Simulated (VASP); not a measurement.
# GaP (R-3m) in VASP: settings compared, part 2 of 2

VASP 6.6.1. Earlier steps stand in the parts before.

**3. Single point, PBEsol**

This run uses another cell than the first one, of 21.03 Å³/atom, 0.943 times its volume.

Contents of INCAR:

```
SYSTEM = GaP
ALGO = Normal
EDIFF = 1E-6
ENCUT = 520
GGA = PS
ISIF = 2
ISMEAR = -1
LASPH = .TRUE.
LCHARG = .TRUE.
LELF = .TRUE.
LREAL = .FALSE.
LVHAR = .TRUE.
LWAVE = .FALSE.
NBANDS = 26
NELM = 100
PREC = Accurate
SIGMA = 0.05
```

Contents of KPOINTS:

```
k-points
0
G
  8 8 8
  0 0 0
```

Contents of POSCAR:

```
GaP
1.0
    1.9430151755      1.1218003346      6.4308101003
   -1.9430151755      1.1218003346      6.4308101003
    0.0000000000     -2.2436006692      6.4308101003
Ga P
2 2
Direct
    0.5646280000      0.5646280000      0.5646280000
    0.4353720000      0.4353720000      0.4353720000
    0.9426110000      0.9426110000      0.9426110000
    0.0573890000      0.0573890000      0.0573890000
```

Potentials or basis: VASP PAW PBE potentials, release 64 (Ga_d, P).

On the command line:

```console
$ cat potpaw_PBE.64/Ga_d/POTCAR potpaw_PBE.64/P/POTCAR > POTCAR
$ mpirun -np 1 vasp_std > vasp.out
```

OUTCAR:

```text
SYSTEM = GaP
   EDIFF = 1E-6
   ENCUT = 520
   GGA = PS
   ISIF = 2
   ISMEAR = -1
   LASPH = .TRUE.
   LREAL = .FALSE.
   NELM = 100
   PREC = Accurate

 ion  position               nearest neighbor table
   1  0.565  0.565  0.565-   3 2.40   3 2.40   3 2.40   2 2.49
   2  0.435  0.435  0.435-   4 2.40   4 2.40   4 2.40   1 2.49
   3  0.943  0.943  0.943-   4 2.21   1 2.40   1 2.40   1 2.40
   4  0.057  0.057  0.057-   3 2.21   2 2.40   2 2.40   2 2.40

  LATTYP: Found a trigonal (rhomboedric) cell.
 ALAT       =     6.8109516596
 COS(alpha) =     0.8372328403

  Lattice vectors:

 A1 = (   1.9430151755,   1.1218003346,   6.4308101003)
 A2 = (  -1.9430151755,   1.1218003346,   6.4308101003)
 A3 = (   0.0000000000,  -2.2436006692,   6.4308101003)

Analysis of symmetry for initial positions (statically):
=====================================================================
 Subroutine PRICEL returns:
 Original cell was already a primitive cell.

 Routine SETGRP: Setting up the symmetry group for a
 trigonal (rhombohedral) supercell.

 Subroutine GETGRP returns: Found 12 space group operations
 (whereof 12 operations were pure point group operations)
 out of a pool of 12 trial point group operations.

The static configuration has the point symmetry D_3d.

Analysis of symmetry for dynamics (positions and initial velocities):
=====================================================================
 Subroutine PRICEL returns:
 Original cell was already a primitive cell.

 Routine SETGRP: Setting up the symmetry group for a
 trigonal (rhombohedral) supercell.

 Subroutine GETGRP returns: Found 12 space group operations
 (whereof 12 operations were pure point group operations)
 out of a pool of 12 trial point group operations.

The dynamic configuration has the point symmetry D_3d.

 Subroutine INISYM returns: Found 12 space group operations
 (whereof 12 operations are pure point group operations),
 and found     1 'primitive' translations

[... 119 lines left out ...]
  volume/ion in A,a.u.               =      21.03       141.89
  Fermi-wavevector in a.u.,A,eV,Ry     =   1.233785  2.331515 20.711129  1.522225
  Thomas-Fermi vector in A             =   2.368501
   LORBIT       =      0    0 simple, 1 ext, 2 COOP (PROOUT), +10 PAW based schemes
   GGA     = PS    functional components
   LHFCALC =     F    Hartree Fock is set to
   AEXX    =    0.0000 exact exchange contribution
   IVDW    =     0    specifies the selected vdW correction
   LEPSILON=     F    determine dielectric tensor
   LRPA    =     F    only Hartree local field effects (RPA)
 non-spin polarized calculation
  energy-cutoff  :      520.00
  volume of cell :       84.10
 maximum number of plane-waves:      2280
 NGX is ok and might be reduce to    54
   NGX = 25   NGY = 25   NGZ = 25

 number of electron      36.0000008 magnetization

 Free energy of the ion-electron system (eV)
  ---------------------------------------------------
  ext. energy  EPLUGINS =         0.00000000
  ---------------------------------------------------
  free energy    TOTEN  =       -19.30006335 eV

  energy without entropy =      -19.30005539  energy(sigma->0) =      -19.30005937

 E-fermi :   4.9068     XC(G=0):  -9.8537

 val. band max:        4.5282297710   @ k =   0.0000   0.0000   0.0000
 cond. band min:       5.2696650604   @ k =   0.5000   0.5000   0.0000
 fundamental gap:      0.7414352895
 Fermi energy:         4.9067825062

 k-point     1 :       0.0000    0.0000    0.0000
  band No.  band energies     occupation
      1     -10.2177      2.00000
      2     -10.0903      2.00000
      3     -10.0903      2.00000
      4     -10.0765      2.00000
      5     -10.0765      2.00000
      6     -10.0244      2.00000
[... 685 lines left out ...]
     25      10.3033      0.00000
     26      11.4724      0.00000

 [... further k-points ...]

------------------------ aborting loop because EDIFF is reached ----------------------------------------

  FORCE on cell =-STRESS in cart. coord.  units (eV):
  Direction    XX          YY          ZZ          XY          YZ          ZX
  --------------------------------------------------------------------------------------
  -------------------------------------------------------------------------------------
  Total       -1.5594518     -1.5594518     -1.3742893      0.0000000     -0.0000000      0.0000000
  in kB      -29.7080302    -29.7080302    -26.1806285      0.0000000     -0.0000000      0.0000000
  external PRESSURE =     -28.5322297 kB  Pullay stress =       0.0000000 kB

 VOLUME and BASIS-vectors are now :
 -----------------------------------------------------------------------------
  energy-cutoff  :      520.00
  volume of cell :       84.10
      direct lattice vectors                 reciprocal lattice vectors
     1.943015176  1.121800335  6.430810100     0.257332010  0.148570705  0.051833801
    -1.943015176  1.121800335  6.430810100    -0.257332010  0.148570705  0.051833801
     0.000000000 -2.243600669  6.430810100     0.000000000 -0.297141410  0.051833801

 POSITION                                       TOTAL-FORCE (eV/Angst)
 -----------------------------------------------------------------------------------
      0.00000      0.00000     10.89305         0.000000      0.000000     -0.045861
      0.00000      0.00000      8.39938         0.000000      0.000000      0.045861
      0.00000      0.00000     18.18526         0.000000      0.000000     -0.086277
      0.00000      0.00000      1.10717         0.000000      0.000000      0.086277
 -----------------------------------------------------------------------------------
    total drift:                                0.000000      0.000000      0.000000

  FREE ENERGIE OF THE ION-ELECTRON SYSTEM (eV)
  ---------------------------------------------------
  free  energy   TOTEN  =       -19.3000633500 eV

  energy  without entropy=      -19.3000553850  energy(sigma->0) =      -19.30005937
```

OSZICAR:

```text
N       E                     dE             d eps       ncg     rms          rms(c)
DAV:   1     0.231667552459E+03    0.23167E+03   -0.17101E+04  3418   0.200E+03
DAV:   2     0.806926229570E+01   -0.22360E+03   -0.21522E+03  3644   0.434E+02
DAV:   3    -0.187505293043E+02   -0.26820E+02   -0.26413E+02  4276   0.120E+02
DAV:   4    -0.196341875357E+02   -0.88366E+00   -0.88016E+00  3934   0.222E+01
DAV:   5    -0.196584514035E+02   -0.24264E-01   -0.24238E-01  4534   0.344E+00    0.616E+00
DAV:   6    -0.193737236540E+02    0.28473E+00   -0.36869E-01  4848   0.978E+00    0.362E+00
DAV:   7    -0.193008895277E+02    0.72834E-01   -0.23689E-01  4146   0.312E+00    0.819E-01
DAV:   8    -0.192997957217E+02    0.10938E-02   -0.30409E-02  4014   0.193E+00    0.233E-01
DAV:   9    -0.192999458189E+02   -0.15010E-03   -0.29551E-03  4272   0.513E-01    0.867E-02
DAV:  10    -0.193000050053E+02   -0.59186E-04   -0.43702E-04  4362   0.154E-01    0.308E-02
DAV:  11    -0.193000587584E+02   -0.53753E-04   -0.55930E-05  3706   0.589E-02    0.155E-02
DAV:  12    -0.193000630958E+02   -0.43374E-05   -0.70277E-06  4294   0.209E-02    0.706E-03
DAV:  13    -0.193000633500E+02   -0.25419E-06   -0.87285E-07  2618   0.888E-03
   1 F= -.19300063E+02 E0= -.19300059E+02  d E =-.796497E-05
```

It took 4.3 min on 1 thread of Intel Xeon 6975P-C (Granite Rapids), shared host; peak memory 0.44 GiB.

Results:

```yaml
Free_energy: -19.3001 eV
Pressure: -2.9 GPa
Largest_force: 0.086 eV/Å
Band_gap_on_the_k_mesh: 0.74 eV, indirect (least direct gap 1.03 eV)
```

Forces on the atoms (eV/Å):
```
Ga   0.000  0.000 -0.046
Ga   0.000  0.000  0.046
P    0.000  0.000 -0.086
P    0.000  0.000  0.086
```

Stress tensor (GPa, compression positive):
```
-2.97  0.00  0.00
 0.00 -2.97  0.00
 0.00  0.00 -2.62
```

Caveat: the PAW data sets were made with another functional, which shifts forces and pressure a little.

**4. Single point, PBEsol**

This run uses another cell than the first one, of 21.45 Å³/atom, 0.962 times its volume.

Contents of INCAR:

```
SYSTEM = GaP
PREC = Accurate
ENCUT = 520
EDIFF = 1E-6
ISMEAR = -1
SIGMA = 0.05
LREAL = .FALSE.
LASPH = .TRUE.
NELM = 100
ALGO = Normal
ISIF = 2
LWAVE = .FALSE.
LCHARG = .FALSE.
GGA = PS
NBANDS = 26
```

Contents of KPOINTS:

```
Automatic mesh
0
G
  8 8 8
  0 0 0
```

Contents of POSCAR:

```
GaP
1.0
    1.9558832007      1.1292296924      6.4733994878
   -1.9558832007      1.1292296924      6.4733994878
    0.0000000000     -2.2584593848      6.4733994878
Ga P
2 2
Direct
    0.5646280000      0.5646280000      0.5646280000
    0.4353720000      0.4353720000      0.4353720000
    0.9426110000      0.9426110000      0.9426110000
    0.0573890000      0.0573890000      0.0573890000
```

Potentials or basis: VASP PAW PBE potentials, release 64 (Ga_d, P).

On the command line:

```console
$ cat potpaw_PBE.64/Ga_d/POTCAR potpaw_PBE.64/P/POTCAR > POTCAR
$ mpirun -np 1 vasp_std > vasp.out
```

OUTCAR:

```text
SYSTEM = GaP
   PREC = Accurate
   ENCUT = 520
   EDIFF = 1E-6
   ISMEAR = -1
   LREAL = .FALSE.
   LASPH = .TRUE.
   NELM = 100
   ISIF = 2
   GGA = PS

 ion  position               nearest neighbor table
   1  0.565  0.565  0.565-   3 2.42   3 2.42   3 2.42   2 2.51
   2  0.435  0.435  0.435-   4 2.42   4 2.42   4 2.42   1 2.51
   3  0.943  0.943  0.943-   4 2.23   1 2.42   1 2.42   1 2.42
   4  0.057  0.057  0.057-   3 2.23   2 2.42   2 2.42   2 2.42

  LATTYP: Found a trigonal (rhomboedric) cell.
 ALAT       =     6.8560586142
 COS(alpha) =     0.8372328403
[... 894 lines left out ...]
  --------------------------------------------------------------------------------------
  -------------------------------------------------------------------------------------
  Total       -2.2129143     -2.2129143     -2.1653046      0.0000000     -0.0000000      0.0000000
  in kB      -41.3300864    -41.3300864    -40.4408906      0.0000000     -0.0000000      0.0000000
  external PRESSURE =     -41.0336878 kB  Pullay stress =       0.0000000 kB

 VOLUME and BASIS-vectors are now :
 -----------------------------------------------------------------------------
  energy-cutoff  :      520.00
  volume of cell :       85.78
      direct lattice vectors                 reciprocal lattice vectors
     1.955883201  1.129229692  6.473399488     0.255638987  0.147593238  0.051492780
    -1.955883201  1.129229692  6.473399488    -0.255638987  0.147593238  0.051492780
     0.000000000 -2.258459385  6.473399488     0.000000000 -0.295186476  0.051492780

 POSITION                                       TOTAL-FORCE (eV/Angst)
 -----------------------------------------------------------------------------------
      0.00000      0.00000     10.96519         0.000000     -0.000000     -0.020902
      0.00000      0.00000      8.45501         0.000000      0.000000      0.020902
      0.00000      0.00000     18.30569         0.000000     -0.000000     -0.035102
      0.00000      0.00000      1.11451         0.000000      0.000000      0.035102
 -----------------------------------------------------------------------------------
    total drift:                                0.000000      0.000000      0.000000

  FREE ENERGIE OF THE ION-ELECTRON SYSTEM (eV)
  ---------------------------------------------------
  free  energy   TOTEN  =       -19.2636483228 eV

  energy  without entropy=      -19.2636396466  energy(sigma->0) =      -19.26364398
```

stdout:

```text
POSCAR found type information on POSCAR GaP
 POSCAR found :  2 types and       4 ions
 scaLAPACK will be used
 -----------------------------------------------------------------------------
|                                                                             |
|                                                                             |
|     You enforced a specific xc type in the INCAR file but a different       |
|     I HOPE YOU KNOW WHAT YOU ARE DOING!                                     |
|                                                                             |
 -----------------------------------------------------------------------------

 LDA part: xc-table for (Slater+PW92), standard interpolation
 POSCAR, INCAR and KPOINTS ok, starting setup
 FFT: planning ... GRIDC
 FFT: planning ... GRID_SOFT
 FFT: planning ... GRID
 WAVECAR not read
 entering main loop
```

It took 4.2 min on 1 thread of Intel Xeon 6975P-C (Granite Rapids), shared host; peak memory 0.44 GiB.

What came out:

- Free energy: -19.2636 eV
- Pressure: -4.1 GPa
- Largest force: 0.035 eV/Å
- Band gap on the k mesh: 0.73 eV, indirect (least direct gap 0.98 eV)

Forces in eV/Å, atoms in the order of the input:
```
Ga   0.000  0.000 -0.021
Ga   0.000  0.000  0.021
P    0.000  0.000 -0.035
P    0.000  0.000  0.035
```

Levels at points of the mesh, in eV from the valence-band top:
| k point | band 16 | band 17 | band 18 | band 19 | band 20 | band 21 |
| --- | --- | --- | --- | --- | --- | --- |
| (0.00, 0.00, 0.00) | -0.27 | 0.00 | 0.00 | 1.00 | 1.28 | 2.69 |
| (0.50, 0.00, 0.00) | -2.78 | -2.65 | -1.71 | 1.54 | 2.63 | 3.52 |
| (0.50, 0.50, 0.00) | -3.04 | -1.19 | -0.49 | 0.73 | 1.42 | 1.42 |
| (0.50, 0.50, 0.50) | -1.68 | -0.24 | -0.24 | 0.98 | 2.23 | 3.80 |

Caveat: the PAW data sets were made with another functional, which shifts forces and pressure a little. A k mesh can miss the band edges.

**5. Single point, PBEsol**

This run uses another cell than the first one, of 21.87 Å³/atom, 0.981 times its volume.

Contents of INCAR:

```
PREC     = Accurate       # precision mode
ENCUT    = 520            # plane-wave cutoff, eV
EDIFF    = 1E-7           # SCF threshold, eV
ISMEAR   = -1             # smearing method
SIGMA    = 0.05           # smearing width, eV
LREAL    = F              # projectors in reciprocal space
LASPH    = T              # aspherical terms in the spheres
NELM     = 60             # most SCF steps
ALGO     = Normal         # electronic algorithm
ISIF     = 2              # what is computed and relaxed
LWAVE    = F              # write WAVECAR
LCHARG   = F              # write CHGCAR
GGA      = PS             # functional
NBANDS   = 26             # bands
```

Contents of KPOINTS:

```
regular mesh
0
Gamma
  8 8 8
```

Contents of POSCAR:

```
GaP
1.0
    1.9685840968      1.1365625582      6.5154357273
   -1.9685840968      1.1365625582      6.5154357273
    0.0000000000     -2.2731251164      6.5154357273
Ga P
2 2
Direct
    0.5646280000      0.5646280000      0.5646280000
    0.4353720000      0.4353720000      0.4353720000
    0.9426110000      0.9426110000      0.9426110000
    0.0573890000      0.0573890000      0.0573890000
```

On the command line:

```console
$ cat potpaw_PBE.64/Ga_d/POTCAR potpaw_PBE.64/P/POTCAR > POTCAR
$ mpirun -np 1 vasp_std > vasp.out
```

Run time: 4 min. Hardware: 1 thread of Intel Xeon 6975P-C (Granite Rapids), shared host; peak memory 0.44 GiB.

It converged, with:

```yaml
Free_energy: -19.2149 eV
Pressure: -5.2 GPa
Largest_force: 0.012 eV/Å
Band_gap_on_the_k_mesh: 0.72 eV, indirect (least direct gap 0.93 eV)
```

Forces on the atoms (eV/Å):
```
Ga   0.000  0.000  0.003
Ga   0.000  0.000 -0.003
P    0.000  0.000  0.012
P    0.000  0.000 -0.012
```

Stress tensor (GPa, compression positive):
```
-5.16  0.00  0.00
 0.00 -5.16  0.00
 0.00  0.00 -5.31
```

Levels at points of the mesh, in eV from the valence-band top:
| k point | band 14 | band 15 | band 16 | band 17 | band 18 | band 19 | band 20 | band 21 | band 22 | band 23 |
| --- | --- | --- | --- | --- | --- | --- | --- | --- | --- | --- |
| (0.00, 0.00, 0.00) | -1.73 | -1.73 | -0.29 | 0.00 | 0.00 | 0.98 | 1.12 | 2.68 | 3.61 | 3.61 |
| (0.50, 0.00, 0.00) | -5.44 | -4.31 | -2.72 | -2.59 | -1.66 | 1.54 | 2.64 | 3.46 | 4.35 | 6.15 |
| (0.50, 0.50, 0.00) | -6.55 | -3.66 | -2.97 | -1.16 | -0.48 | 0.72 | 1.40 | 1.46 | 3.96 | 4.07 |
| (0.50, 0.50, 0.50) | -3.72 | -1.64 | -1.64 | -0.24 | -0.24 | 0.93 | 2.17 | 3.80 | 3.80 | 4.93 |

Caveat: the PAW data sets were made with another functional, which shifts forces and pressure a little. A k mesh can miss the band edges.

**6. The runs side by side**

```tsv
level	cell	gap on the mesh (eV)	pressure (GPa)	largest force (eV/Å)
r2SCAN	a = 6.945 Å, angles 33.2°, 4 atoms	1.04	-6.1	0.13
PBEsol	a = 6.811 Å, angles 33.2°, 4 atoms	0.74	-2.9	0.09
PBEsol	a = 6.856 Å, angles 33.2°, 4 atoms	0.73	-4.1	0.04
PBEsol	a = 6.901 Å, angles 33.2°, 4 atoms	0.72	-5.2	0.01
```

Alike in all rows: task single point; potentials or basis VASP PAW PBE potentials, release 64 (Ga_d, P); no spin polarisation; k mesh 8 × 8 × 8; cutoff (eV) 520; smearing fermi-dirac 0.05 eV.

Caveats: the PAW data sets were made with another functional, which shifts forces and pressure a little.

Absolute energies hang on the potentials; compare differences alone.
